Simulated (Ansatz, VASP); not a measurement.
**Al2O3 in VASP and in Ansatz**

INCAR

```
SYSTEM = Al2O3
PREC = Accurate ; ENCUT = 520
EDIFF = 1E-7 ; ISMEAR = 0
SIGMA = 0.05 ; LREAL = .FALSE.
LASPH = .TRUE. ; NELM = 60
ALGO = Normal ; ISIF = 2
LWAVE = .FALSE. ; LCHARG = .FALSE.
GGA = PE ; IVDW = 12
NBANDS = 20
```

Contents of KPOINTS:

```
Automatic mesh
0
G
  9 9 4
  0 0 0
```

Contents of POSCAR:

```
Al2O3
1.0
    2.7812000000      0.0000000000      0.0000000000
   -1.3906000000      2.4085898530      0.0000000000
    0.0000000000      0.0000000000      7.2962596973
Al O
2 3
Direct
    0.0000000000      0.0000000000      0.1907358529
    0.0000000000      0.0000000000      0.8092641471
    0.3333333333      0.6666666667      0.2840924954
    0.6666666667      0.3333333333      0.0000000000
    0.3333333333      0.6666666667      0.7159075046
```

Input for Ansatz:

```yaml
crystal:
  lattice:
    - [2.7812, 0.0, 0.0]
    - [-1.3906, 2.408589853, 0.0]
    - [0.0, 0.0, 7.2962596973]
  atoms:
    - { symbol: Al, position: [0.0, 0.0, 0.1907358529] }
    - { symbol: Al, position: [0.0, 0.0, 0.8092641471] }
    - { symbol: O, position: [0.3333333333, 0.6666666667, 0.2840924954] }
    - { symbol: O, position: [0.6666666667, 0.3333333333, 0.0] }
    - { symbol: O, position: [0.3333333333, 0.6666666667, 0.7159075046] }
basis:
  ecutwfc: 520.0
kpoints:
  mp_grid: { grid: [9, 9, 4] }
hamiltonian:
  xc: pbe
  pseudopotentials: { kind: paw, azcp: { folder: soft_1 } }
  dispersion: d3bj
scf:
  occupations: { method: gaussian, width: 0.05 }
output:
  forces: true
  stress: true
  eigenvalues: true
```

Alike in both runs: task single point; functional PBE; dispersion D3(BJ); k mesh 9 × 9 × 4; occupations gaussian, width 0.05 eV; no spin polarisation.

|  | VASP | Ansatz |
| --- | --- | --- |
| version | VASP 6.6.1 | Ansatz 0.2.0 |
| potentials or method | VASP PAW PBE potentials, release 64 (Al, O), cutoff 520 eV | scalar-relativistic, plane waves, PAW |
| valence electrons in the cell | 24 | 24 |

```tsv
	VASP	Ansatz	Ansatz less VASP
gap on the k mesh at the Fermi level (eV)	5.43	5.45	+0.020
least direct gap on the mesh (eV)	5.59	5.61	+0.018
pressure (GPa)	15.2	15.0	-0.19
traceless stress, the component that is largest in VASP (GPa)	-11.87	-11.50	+0.365
rms of the force components (eV/Å)	0.378	0.396	+0.0182
```

Atom by atom the forces differ by 0.019 eV/Å (rms over components).
